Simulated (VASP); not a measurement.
Write the native input for VASP 6.6.1 that does the following.

| Quantity | Value |
| --- | --- |
| Task | single point |
| Functional | r2SCAN |
| Potentials or basis | VASP PAW PBE potentials, release 64 (Ag, I) |
| Cutoff | 550 eV |
| k mesh | 6 × 6 × 6 |
| Occupations | gaussian, width 0.01 eV |
| Spin | no spin polarisation |
| Dipole correction | no |
| Further INCAR settings | ALGO = Normal; EDIFF = 1e-06; NBANDS = 16 |

Crystal: AgI.

```xyz
2
Lattice="0.0000 3.3212 3.3212 3.3212 0.0000 3.3212 3.3212 3.3212 0.0000" Properties=species:S:1:pos:R:3 pbc="T T T"
Ag    0.0000    0.0000    0.0000
I     1.6606    1.6606    1.6606
```

This cell differs from its parent crystal: volume changed by +3%.

The input as run:

POSCAR

```
AgI
1.0
    0.0000000000      3.3211956435      3.3211956435
    3.3211956435      0.0000000000      3.3211956435
    3.3211956435      3.3211956435      0.0000000000
Ag I
1 1
Direct
    0.0000000000      0.0000000000      0.0000000000
    0.2500000000      0.2500000000      0.2500000000
```

INCAR.step1

```
SYSTEM = AgI
  PREC = Accurate
  ENCUT = 550
  ISMEAR = 0
  SIGMA = 0.01
  LREAL = .False.
  LASPH = .True.
  NELM = 120
  NBANDS = 16
  GGA = PE
  ALGO = Normal
  EDIFF = 1E-5
  LWAVE = .True.
  LCHARG = .False.
  GGA_COMPAT = .False.
```

INCAR.step2

```
SYSTEM = AgI
  PREC = Accurate
  ENCUT = 550
  EDIFF = 1E-6
  ISMEAR = 0
  SIGMA = 0.01
  LREAL = .False.
  LASPH = .True.
  NELM = 120
  ALGO = Normal
  ISIF = 2
  LWAVE = .False.
  LCHARG = .False.
  METAGGA = R2SCAN
  LMIXTAU = .True.
  NBANDS = 16
  ISTART = 1
  GGA_COMPAT = .False.
```

KPOINTS

```
regular mesh
0
Gamma
  6 6 6
  0 0 0
```

Potentials or basis: VASP PAW PBE potentials, release 64 (Ag, I).

Command:

```console
$ cat potpaw_PBE.64/Ag/POTCAR potpaw_PBE.64/I/POTCAR > POTCAR
$ cp INCAR.step1 INCAR
$ mpirun -np 1 vasp_std > vasp.out
$ cp INCAR.step2 INCAR
$ mpirun -np 1 vasp_std > vasp.out
```

Results of the run:

| Item | Value |
| --- | --- |
| Pressure | -0.9 GPa |
| Band gap on the k mesh | 1.79 eV, direct |

Caveat: the PAW data sets were made with another functional, which shifts forces and pressure a little; spin-orbit coupling is left out, which moves the levels of the heavy elements.

Wall time 3 min on 1 thread of AMD EPYC 7R13 Processor (Zen 3), with other jobs on the host, peak memory 0.19 GiB.
